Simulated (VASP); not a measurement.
# Cd (Fd-3m) in VASP: a series of runs

Cd is run at these levels: LDA; tasks: single point, relaxation of cell and atoms.

All numbers are computed with VASP 6.6.1; they aren't measurements. Logs are shortened: lines on timing, memory, paths and dates and some standing lists are left out, and cuts for length are marked.

## Step 1: The cell of the first run

It takes space group Fd-3m (No. 227, cubic). Conventional cell: a = 5.581 Å, b = 5.581 Å, c = 5.581 Å, α = 90.00°, β = 90.00°, γ = 90.00°. Cd (site symmetry -43m) has 4 Cd at 2.42 Å within 3.2 Å.

## Step 2: Single point, LDA

INCAR reads:

```
SYSTEM = Cd
PREC = Accurate
ENCUT = 520
EDIFF = 1E-6
ISMEAR = 0
SIGMA = 0.1
LREAL = .False.
LASPH = .True.
NELM = 80
ALGO = Normal
ISIF = 2
LWAVE = .False.
LCHARG = .True.
LELF = .True.
LVHAR = .True.
NBANDS = 19
```

KPOINTS reads:

```
regular mesh
0
Gamma
  6 6 6
  0 0 0
```

POSCAR reads:

```
Cd
1.0
    0.0000000000      2.7903883886      2.7903883886
    2.7903883886      0.0000000000      2.7903883886
    2.7903883886      2.7903883886      0.0000000000
Cd
2
Direct
    0.0000000000      0.0000000000      0.0000000000
    0.2500000000      0.2500000000      0.2500000000
```

Potentials or basis: VASP PAW LDA potentials, release 64 (Cd).

Run with:

```console
cat potpaw_LDA.64/Cd/POTCAR > POTCAR
mpirun -np 1 vasp_std > vasp.out
```

OUTCAR:

```text
SYSTEM = Cd
   PREC = Accurate
   ENCUT = 520
   EDIFF = 1E-6
   ISMEAR = 0
   LREAL = .False.
   LASPH = .True.
   NELM = 80
   ISIF = 2

 ion  position               nearest neighbor table
   1  0.000  0.000  0.000-   2 2.42   2 2.42   2 2.42   2 2.42
   2  0.250  0.250  0.250-   1 2.42   1 2.42   1 2.42   1 2.42

  LATTYP: Found a face centered cubic cell.
 ALAT       =     5.5807767772

  Lattice vectors:

 A1 = (   0.0000000000,   2.7903883886,   2.7903883886)
 A2 = (   2.7903883886,   0.0000000000,   2.7903883886)
 A3 = (   2.7903883886,   2.7903883886,   0.0000000000)

Analysis of symmetry for initial positions (statically):
=====================================================================
 Subroutine PRICEL returns:
 Original cell was already a primitive cell.

 Routine SETGRP: Setting up the symmetry group for a
 face centered cubic supercell.

 Subroutine GETGRP returns: Found 48 space group operations
 (whereof 24 operations were pure point group operations)
 out of a pool of 48 trial point group operations.

The static configuration has the point symmetry T_d .
 The point group associated with its full space group is O_h .

Analysis of symmetry for dynamics (positions and initial velocities):
=====================================================================
 Subroutine PRICEL returns:
 Original cell was already a primitive cell.

 Routine SETGRP: Setting up the symmetry group for a
 face centered cubic supercell.

 Subroutine GETGRP returns: Found 48 space group operations
 (whereof 24 operations were pure point group operations)
 out of a pool of 48 trial point group operations.

The dynamic configuration has the point symmetry T_d .
 The point group associated with its full space group is O_h .

 Subroutine INISYM returns: Found 48 space group operations
 (whereof 24 operations are pure point group operations),
 and found     1 'primitive' translations

----------------------------------------------------------------------------------------

                                     Primitive cell

  volume of cell :      43.4534

  direct lattice vectors                    reciprocal lattice vectors
     0.000000000  2.790388389  2.790388389    -0.179186525  0.179186525  0.179186525
     2.790388389  0.000000000  2.790388389     0.179186525 -0.179186525  0.179186525
     2.790388389  2.790388389  0.000000000     0.179186525  0.179186525 -0.179186525

  length of vectors
     3.946205103  3.946205103  3.946205103     0.310360166  0.310360166  0.310360166

  position of ions in fractional coordinates (direct lattice)
     0.000000000  0.000000000  0.000000000
[... 69 lines left out ...]
   EDIFF  = 0.1E-05   stopping-criterion for ELM
   LREAL  =      F    real-space projection
   EDIFFG = 0.1E-04   stopping-criterion for IOM
   NSW    =      0    number of steps for IOM
   IBRION =     -1    ionic relax: 0-MD 1-quasi-New 2-CG
   NFREE  =      0    steps in history (QN), initial steepest desc. (CG)
   ISIF   =      2    stress and relaxation
   ISYM   =      2    0-nonsym 1-usesym 2-fastsym
   POTIM  = 0.5000    time-step for ionic-motion
   TEBEG  =    0.0;   TEEND  =   0.0 temperature during run
   PSTRESS=    0.0 pullay stress
   NELECT =      24.0000    total number of electrons
   NUPDOWN=      -1.0000    fix difference up-down
   EMIN   =  10.00;   EMAX   =-10.00  energy-range for DOS
   EFERMI =   0.00;   METHOD = LEGACY
   ISMEAR =     0;   SIGMA  =   0.10  broadening in eV -4-tet -1-fermi 0-gaus
   EFERMI_NEDOS =   21; number of points for ismear=-14 and -15
   IALGO  =     38    algorithm
   IMIX   =      4    mixing-type and parameters
     AMIX     =   0.40;   BMIX     =  1.00
     AMIX_MAG =   1.60;   BMIX_MAG =  1.00
  volume/ion in A,a.u.               =      21.73       146.62
  Fermi-wavevector in a.u.,A,eV,Ry     =   1.343189  2.538260 24.547057  1.804158
  Thomas-Fermi vector in A             =   2.471283
   LORBIT       =      0    0 simple, 1 ext, 2 COOP (PROOUT), +10 PAW based schemes
   GGA     = CA    functional components
   LHFCALC =     F    Hartree Fock is set to
   AEXX    =    0.0000 exact exchange contribution
   IVDW    =     0    specifies the selected vdW correction
   LEPSILON=     F    determine dielectric tensor
   LRPA    =     F    only Hartree local field effects (RPA)
 non-spin polarized calculation
 Gauss-broadening in eV      SIGMA  =   0.10
  energy-cutoff  :      520.00
  volume of cell :       43.45
 maximum number of plane-waves:      1211
 NGX is ok and might be reduce to    30
   NGX = 15   NGY = 15   NGZ = 15

 number of electron      23.9999996 magnetization

 Free energy of the ion-electron system (eV)
  ---------------------------------------------------
  ext. energy  EPLUGINS =         0.00000000
  ---------------------------------------------------
  free energy    TOTEN  =        -0.61832775 eV

  energy without entropy =       -0.60527087  energy(sigma->0) =       -0.61179931

 E-fermi :   2.5491     XC(G=0): -11.0589

 val. band max:        2.4008807388   @ k =  -0.3333   0.5000   0.1667
 cond. band min:       2.5513179039   @ k =   0.5000   0.3333   0.0000
 fundamental gap:      0.1504371651
 Fermi energy:         2.5490584708

 k-point     1 :       0.0000    0.0000    0.0000
  band No.  band energies     occupation
      1      -8.0841      2.00000
      2      -8.0841      2.00000
      3      -8.0841      2.00000
      4      -8.0414      2.00000
      5      -8.0414      2.00000
      6      -6.5096      2.00000
[... 329 lines left out ...]
      6      -6.9779      2.00000
[... 11 lines left out ...]
     18      15.1393      0.00000
     19      20.6721      0.00000

------------------------ aborting loop because EDIFF is reached ----------------------------------------

  FORCE on cell =-STRESS in cart. coord.  units (eV):
  Direction    XX          YY          ZZ          XY          YZ          ZX
  --------------------------------------------------------------------------------------
  -------------------------------------------------------------------------------------
  Total        8.6936872      8.6936872      8.6936872     -0.0000000      0.0000000      0.0000000
  in kB      320.5461960    320.5461960    320.5461960     -0.0000000      0.0000000      0.0000000
  external PRESSURE =     320.5461960 kB  Pullay stress =       0.0000000 kB

 VOLUME and BASIS-vectors are now :
 -----------------------------------------------------------------------------
  energy-cutoff  :      520.00
  volume of cell :       43.45
      direct lattice vectors                 reciprocal lattice vectors
     0.000000000  2.790388389  2.790388389    -0.179186525  0.179186525  0.179186525
     2.790388389  0.000000000  2.790388389     0.179186525 -0.179186525  0.179186525
     2.790388389  2.790388389  0.000000000     0.179186525  0.179186525 -0.179186525

 POSITION                                       TOTAL-FORCE (eV/Angst)
 -----------------------------------------------------------------------------------
      0.00000      0.00000      0.00000        -0.000000     -0.000000     -0.000000
      1.39519      1.39519      1.39519         0.000000      0.000000      0.000000
 -----------------------------------------------------------------------------------
    total drift:                                0.000000     -0.000000      0.000000

  FREE ENERGIE OF THE ION-ELECTRON SYSTEM (eV)
  ---------------------------------------------------
  free  energy   TOTEN  =        -0.6183277539 eV

  energy  without entropy=       -0.6052708711  energy(sigma->0) =       -0.61179931
```

OSZICAR:

```text
N       E                     dE             d eps       ncg     rms          rms(c)
DAV:   1     0.192903058224E+03    0.19290E+03   -0.13125E+04   616   0.126E+03
DAV:   2     0.360007122230E+01   -0.18930E+03   -0.18283E+03   635   0.346E+02
DAV:   3    -0.817840286046E+00   -0.44179E+01   -0.44103E+01   680   0.614E+01
DAV:   4    -0.828114220399E+00   -0.10274E-01   -0.10273E-01   696   0.285E+00
DAV:   5    -0.828160165704E+00   -0.45945E-04   -0.45945E-04   678   0.167E-01    0.942E+00
DAV:   6    -0.652496795924E+00    0.17566E+00   -0.31908E-01   730   0.704E+00    0.636E+00
DAV:   7    -0.621466170818E+00    0.31031E-01   -0.45965E-02   672   0.191E+00    0.201E+00
DAV:   8    -0.618319578269E+00    0.31466E-02   -0.76006E-03   656   0.114E+00    0.147E-01
DAV:   9    -0.618328837564E+00   -0.92593E-05   -0.20097E-05   689   0.531E-02    0.346E-02
DAV:  10    -0.618327782220E+00    0.10553E-05   -0.53150E-06   676   0.190E-02    0.487E-03
DAV:  11    -0.618327753887E+00    0.28333E-07   -0.38882E-07   358   0.753E-03
   1 F= -.61832775E+00 E0= -.61179931E+00  d E =-.130569E-01
```

Run time: 7.3 s. Hardware: 1 thread of Intel Xeon 6975P-C (Granite Rapids), shared host; peak memory 0.14 GiB.

What came out:

```
Free energy            : -0.6183 eV
Pressure               : 32.1 GPa
Band gap on the k mesh : zero (band 12 reaches 9.82 eV, above the bottom of band 13 at 1.39 eV)
```

Levels at points of the mesh, in eV from the Fermi level:
```csv
k point,band 8,band 9,band 10,band 11,band 12,band 13,band 14,band 15,band 16,band 17
"(0.00, 0.00, 0.00)",-8.86,-8.86,-8.20,-8.20,7.28,7.28,7.28,8.03,8.03,8.03
"(0.50, 0.00, 0.00)",-8.78,-8.23,-8.23,-4.70,-3.99,4.31,4.31,8.17,8.52,8.74
"(0.50, 0.50, 0.00)",-9.09,-8.09,-8.09,-3.19,-3.19,0.98,0.98,5.43,5.43,17.50
```

## Step 3: Single point, LDA

This run uses another cell than the first one, of 23.34 Å³/atom, 1.074 times its volume.

INCAR reads:

```
SYSTEM = Cd
PREC = Accurate ; ENCUT = 520
EDIFF = 1E-7 ; ISMEAR = 0
SIGMA = 0.1 ; LREAL = .False.
LASPH = .True. ; NELM = 80
ALGO = Normal ; ISIF = 2
LWAVE = .False. ; LCHARG = .True.
LELF = .True. ; LVHAR = .True.
NBANDS = 19
```

KPOINTS is that of step 2.

POSCAR reads:

```
Cd
1.0
    0.0000000000      2.8578798667      2.8578798667
    2.8578798667      0.0000000000      2.8578798667
    2.8578798667      2.8578798667      0.0000000000
Cd
2
Direct
    0.0000000000      0.0000000000      0.0000000000
    0.2500000000      0.2500000000      0.2500000000
```

Potentials or basis: VASP PAW LDA potentials, release 64 (Cd).

Run with:

```console
cat potpaw_LDA.64/Cd/POTCAR > POTCAR
mpirun -np 1 vasp_std > vasp.out
```

Run time: 10 s. Hardware: 1 thread of Intel Xeon 6975P-C (Granite Rapids), shared host; peak memory 0.14 GiB.

Results (log left out):

```yaml
Free_energy: -1.1524 eV
Pressure: 21.5 GPa
Band_gap_on_the_k_mesh: zero (band 12 reaches 8.82 eV, above the bottom of band 13 at 1.00 eV)
```

Levels at points of the mesh, in eV from the Fermi level:
| k point | band 8 | band 9 | band 10 | band 11 | band 12 | band 13 | band 14 | band 15 | band 16 | band 17 |
| --- | --- | --- | --- | --- | --- | --- | --- | --- | --- | --- |
| (0.00, 0.00, 0.00) | -8.74 | -8.62 | -8.18 | -8.18 | 6.75 | 6.75 | 6.75 | 7.61 | 7.61 | 7.61 |
| (0.50, 0.00, 0.00) | -8.68 | -8.20 | -8.20 | -4.67 | -3.72 | 4.02 | 4.02 | 7.79 | 8.04 | 8.35 |
| (0.50, 0.50, 0.00) | -8.94 | -8.08 | -8.08 | -3.16 | -3.16 | 0.98 | 0.98 | 5.14 | 5.14 | 16.56 |

## Step 4: Single point, LDA

This run uses another cell than the first one, of 25.82 Å³/atom, 1.189 times its volume.

INCAR reads:

```
SYSTEM = Cd
PREC = Accurate
ENCUT = 520
EDIFF = 1E-6
ISMEAR = 0
SIGMA = 0.1
LREAL = .False.
LASPH = .True.
NELM = 100
ALGO = Normal
ISIF = 2
LWAVE = .False.
LCHARG = .False.
GGA = CA
NBANDS = 19
```

KPOINTS is that of step 3.

POSCAR reads:

```
Cd
1.0
    0.0000000000      2.9557823354      2.9557823354
    2.9557823354      0.0000000000      2.9557823354
    2.9557823354      2.9557823354      0.0000000000
Cd
2
Direct
    0.0000000000      0.0000000000      0.0000000000
    0.2500000000      0.2500000000      0.2500000000
```

Run with:

```console
cat potpaw_LDA.64/Cd/POTCAR > POTCAR
mpirun -np 1 vasp_std > vasp.out
```

Wall time 5.1 s (1 thread of Intel Xeon 6975P-C (Granite Rapids), shared host); peak memory 0.15 GiB.

It converged, with:

* Free energy: -1.6420 eV
* Pressure: 11.0 GPa
* Band gap on the k mesh: zero (band 12 reaches 7.53 eV, above the bottom of band 13 at 0.53 eV)

Levels at points of the mesh, in eV from the Fermi level:
```tsv
k point	band 9	band 10	band 11	band 12	band 13	band 14	band 15	band 16
(0.00, 0.00, 0.00)	-8.21	-8.21	-8.07	6.05	6.05	6.05	7.03	7.03
(0.50, 0.00, 0.00)	-8.21	-8.21	-4.66	-3.42	3.63	3.63	6.80	7.80
(0.50, 0.50, 0.00)	-8.11	-8.11	-3.15	-3.15	0.94	0.94	4.73	4.73
```

## Step 5: Single point, LDA

This run uses another cell than the first one, of 32.10 Å³/atom, 1.477 times its volume.

INCAR reads:

```
PREC     = Accurate       # precision mode
ENCUT    = 520            # plane-wave cutoff, eV
EDIFF    = 1E-7           # SCF threshold, eV
ISMEAR   = 0              # smearing method
SIGMA    = 0.1            # smearing width, eV
LREAL    = False          # projectors in reciprocal space
LASPH    = True           # aspherical terms in the spheres
NELM     = 80             # most SCF steps
ALGO     = Normal         # electronic algorithm
ISIF     = 2              # what is computed and relaxed
LWAVE    = False          # write WAVECAR
LCHARG   = False          # write CHGCAR
GGA      = CA             # functional
NBANDS   = 19             # bands
```

KPOINTS reads:

```
Automatic mesh
0
Gamma
  6 6 6
```

POSCAR reads:

```
Cd
1.0
    0.0000000000      3.1781379595      3.1781379595
    3.1781379595      0.0000000000      3.1781379595
    3.1781379595      3.1781379595      0.0000000000
Cd
2
Direct
    0.0000000000      0.0000000000      0.0000000000
    0.2500000000      0.2500000000      0.2500000000
```

Run with:

```console
cat potpaw_LDA.64/Cd/POTCAR > POTCAR
mpirun -np 1 vasp_std > vasp.out
```

Run time: 8 s. Hardware: 1 thread of Intel Xeon 6975P-C (Granite Rapids), shared host; peak memory 0.16 GiB.

The run converged. Its results:

- Free energy: -1.9933 eV
- Pressure: 0.3 GPa
- Band gap on the k mesh: zero (band 12 reaches 5.26 eV, above the bottom of band 13 at -0.22 eV)

Levels at points of the mesh, in eV from the Fermi level:
```tsv
k point	band 8	band 9	band 10	band 11	band 12	band 13	band 14	band 15	band 16	band 17
(0.00, 0.00, 0.00)	-8.44	-8.20	-8.20	-7.00	4.84	4.84	4.84	6.00	6.00	6.00
(0.50, 0.00, 0.00)	-8.45	-8.18	-8.18	-4.48	-2.83	2.98	2.98	5.06	6.79	6.79
(0.50, 0.50, 0.00)	-8.55	-8.11	-8.11	-3.04	-3.04	0.91	0.91	4.02	4.02	12.86
```

## Step 6: Relaxation of cell and atoms, LDA

This run uses another cell than the first one, of 28.09 Å³/atom, 1.293 times its volume.

INCAR reads:

```
ALGO     = Normal         # electronic algorithm
EDIFF    = 1E-7           # SCF threshold, eV
EDIFFG   = -0.03          # ionic threshold
ENCUT    = 600            # plane-wave cutoff, eV
IBRION   = 2              # ionic algorithm
ISIF     = 3              # what is computed and relaxed
ISMEAR   = 0              # smearing method
LASPH    = True           # aspherical terms in the spheres
LCHARG   = False          # write CHGCAR
LREAL    = False          # projectors in reciprocal space
LWAVE    = False          # write WAVECAR
NELM     = 80             # most SCF steps
NSW      = 60             # ionic steps
PREC     = Accurate       # precision mode
SIGMA    = 0.1            # smearing width, eV
```

KPOINTS reads:

```
k-points
0
Gamma
  6 6 6
```

POSCAR reads:

```
Cd
1.0
    0.0000000000      3.0400000000      3.0400000000
    3.0400000000      0.0000000000      3.0400000000
    3.0400000000      3.0400000000      0.0000000000
Cd
2
Direct
    0.0000000000      0.0000000000      0.0000000000
    0.2500000000      0.2500000000      0.2500000000
```

Potentials or basis: VASP PAW LDA potentials, release 64 (Cd).

Run with:

```console
cat potpaw_LDA.64/Cd/POTCAR > POTCAR
mpirun -np 1 vasp_std > vasp.out
```

It took 18 s on 1 thread of Intel Xeon 6975P-C (Granite Rapids), shared host; peak memory 0.18 GiB.

It converged, with:

| Quantity | Value |
| --- | --- |
| Free energy | -1.9902 eV |
| Relaxed volume | 32.56 Å³/atom |
| Relaxed cell | a = 4.516 Å, b = 4.516 Å, c = 4.516 Å, α = 60.00°, β = 60.00°, γ = 60.00° |
| Space group after relaxing (to 0.05 Å) | Fd-3m (No. 227) |
| Energy gained by relaxing | 62.5 meV/atom |
| Ionic steps | 3 |
| Pressure after relaxing | -0.1 GPa |
| Band gap on the k mesh | zero (band 12 reaches 5.14 eV, above the bottom of band 13 at -0.26 eV) |

Step by step:
| step | energy change (eV) | largest force (eV/Å) | pressure (GPa) | volume (Å³) |
| --- | --- | --- | --- | --- |
| 1 | 0.0000 | 0.0000 | 5.31 | 56.19 |
| 2 | -0.1240 | 0.0000 | 0.36 | 64.11 |
| 3 | -0.1249 | 0.0000 | -0.06 | 65.12 |

Final structure:
```xyz
2
Lattice="0.0000 3.1932 3.1932 3.1932 0.0000 3.1932 3.1932 3.1932 0.0000" Properties=species:S:1:pos:R:3 pbc="T T T"
Cd    0.0000    0.0000    0.0000
Cd    1.5966    1.5966    1.5966
```

Levels at points of the mesh, in eV from the Fermi level:
| k point | band 8 | band 9 | band 10 | band 11 | band 12 | band 13 | band 14 | band 15 | band 16 |
| --- | --- | --- | --- | --- | --- | --- | --- | --- | --- |
| (0.00, 0.00, 0.00) | -8.42 | -8.19 | -8.19 | -6.93 | 4.78 | 4.78 | 4.78 | 5.95 | 5.95 |
| (0.50, 0.00, 0.00) | -8.44 | -8.17 | -8.17 | -4.46 | -2.79 | 2.96 | 2.96 | 4.97 | 6.74 |
| (0.50, 0.50, 0.00) | -8.53 | -8.10 | -8.10 | -3.02 | -3.02 | 0.92 | 0.92 | 3.99 | 3.99 |

Caveat: the volume moved by over 15 % at a fixed basis, so the end points are rough.

## Step 7: Summary

| task | cell | cutoff (eV) | gap on the mesh (eV) | pressure (GPa) |
| --- | --- | --- | --- | --- |
| single point | a = 3.946 Å, angles 60.0°, 2 atoms | 520 | none | 32.1 |
| single point | a = 4.042 Å, angles 60.0°, 2 atoms | 520 | none | 21.5 |
| single point | a = 4.180 Å, angles 60.0°, 2 atoms | 520 | none | 11.0 |
| single point | a = 4.495 Å, angles 60.0°, 2 atoms | 520 | none | 0.3 |
| relaxation of cell and atoms | relaxed from a = 4.299 Å, angles 60.0°, 2 atoms | 600 | none | -0.1 |

Alike in all rows: level LDA; potentials or basis VASP PAW LDA potentials, release 64 (Cd); no spin polarisation; k mesh 6 × 6 × 6; smearing gaussian 0.1 eV.

Caveats: the volume moved by over 15 % at a fixed basis, so the end points are rough (some runs).

Absolute energies hang on the potentials; compare differences alone.
